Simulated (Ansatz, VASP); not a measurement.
## MgZnO4 in VASP and in Ansatz

INCAR

```
SYSTEM = MgZnO4
PREC = Accurate
ENCUT = 840
EDIFF = 1E-6
ISMEAR = 0
SIGMA = 0.1
LREAL = .False.
LASPH = .True.
NELM = 200
ALGO = Normal
ISIF = 2
LWAVE = .False.
LCHARG = .False.
ISPIN = 2
MAGMOM = 0 0 1 1 1 1
LORBIT = 11
GGA = PE
NBANDS = 36
GGA_COMPAT = .False.
```

KPOINTS

```
regular mesh
0
Gamma
  6 6 6
  0 0 0
```

File POSCAR:

```
MgZnO4
1.0
    4.6701379500      0.0000000000      0.0000000000
   -2.3350689800      4.0444581100      0.0000000000
    0.0000000000      0.0000000000      3.6368772600
Mg Zn O
1 1 4
Direct
    0.6666666700      0.3333333300      0.0000000000
    0.0000000000      0.0000000000      0.0000000000
    0.3333333300      0.6666666700      0.0000000000
    0.6653136400      0.8326568200      0.5000000000
    0.1673431800      0.8326568200      0.5000000000
    0.1673431800      0.3346863600      0.5000000000
```

Input for Ansatz:

```yaml
crystal:
  lattice:
    - [4.67013795, 0.0, 0.0]
    - [-2.33506898, 4.04445811, 0.0]
    - [0.0, 0.0, 3.63687726]
  atoms:
    - { symbol: Mg, position: [0.66666667, 0.33333333, 0.0] }
    - { symbol: Zn, position: [0.0, 0.0, 0.0] }
    - { symbol: O, position: [0.33333333, 0.66666667, 0.0], spin: 1.0 }
    - { symbol: O, position: [0.66531364, 0.83265682, 0.5], spin: 1.0 }
    - { symbol: O, position: [0.16734318, 0.83265682, 0.5], spin: 1.0 }
    - { symbol: O, position: [0.16734318, 0.33468636, 0.5], spin: 1.0 }
basis:
  ecutwfc: 420
kpoints:
  mp_grid: { grid: [6, 6, 6] }
hamiltonian:
  xc: pbe
scf:
  occupations: { method: gaussian, width: 0.1 }
  lower_state_search: "off"
output:
  forces: true
  stress: true
  eigenvalues: true
  populations: true
magnetization:
  spin_polarized: true
```

Change from the starting cell: species swapped into the ErAlCu4 type (P-6m2, No. 187).

Alike in both runs: task single point; functional PBE; k mesh 6 × 6 × 6; occupations gaussian, width 0.1 eV; collinear spin.

```csv
,VASP,Ansatz
version,VASP 6.6.1,Ansatz 0.2.0
potentials or method,"VASP PAW PBE potentials, release 64 (Mg_sv, Zn, O), cutoff 840 eV","scalar-relativistic, plane waves, PAW"
valence electrons in the cell,46,46
```

|  | VASP | Ansatz | Ansatz less VASP |
| --- | --- | --- | --- |
| gap on the k mesh at the Fermi level (eV) | none | none | - |
| pressure (GPa) | -5.1 | -5.4 | -0.23 |
| traceless stress, the component that is largest in VASP (GPa) | -4.57 | -4.49 | +0.076 |
| rms of the force components (eV/Å) | 0.433 | 0.444 | +0.0107 |
| net moment per atom (μB) | 0.31 | 0.29 | -0.014 |
| size of the moment on the site where the two differ most (μB) | 0.83 | 0.92 | +0.087 |

Site moments also hang on the region over which each program counts them. Atom by atom the forces differ by 0.011 eV/Å (rms over components). A gap of «none» marks a metal or a gap that the smearing closes.
